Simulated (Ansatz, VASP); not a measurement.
# Two plane-wave programs on SiC

```
Si C
1.0
     0.00411    2.14987    2.14987
     2.14987    0.00411    2.14987
     2.14987    2.14987    0.00411
Si C
1 1
Direct
  0.00012 0.00012 0.00012
  0.24988 0.24988 0.24988
```

Change from the starting cell: strained cell.

Alike in both runs: functional PBEsol; k mesh 9 × 9 × 9; occupations gaussian, width 0.02 eV; no spin polarisation.

Ansatz relaxed the structure, and its values are those at the end. VASP's run is a single point on that final structure, the one shown.

|  | VASP | Ansatz |
| --- | --- | --- |
| version | VASP 6.6.1 | Ansatz 0.2.0 |
| potentials or method | VASP PAW PBE potentials, release 64 (Si, C), cutoff 600 eV | scalar-relativistic, plane waves, PAW |
| valence electrons in the cell | 8 | 8 |

|  | VASP | Ansatz | Ansatz less VASP |
| --- | --- | --- | --- |
| gap on the k mesh at the Fermi level (eV) | 1.34 | 1.34 | +0.010 |
| least direct gap on the mesh (eV) | 4.55 | 4.56 | +0.010 |
| pressure (GPa) | 10.5 | 10.2 | -0.27 |

VASP's potentials were made for PBE, not for PBEsol. With one functional, cell and mesh, what is left measures potentials, basis and numerics. Ansatz's warnings: stress scf threshold loose.
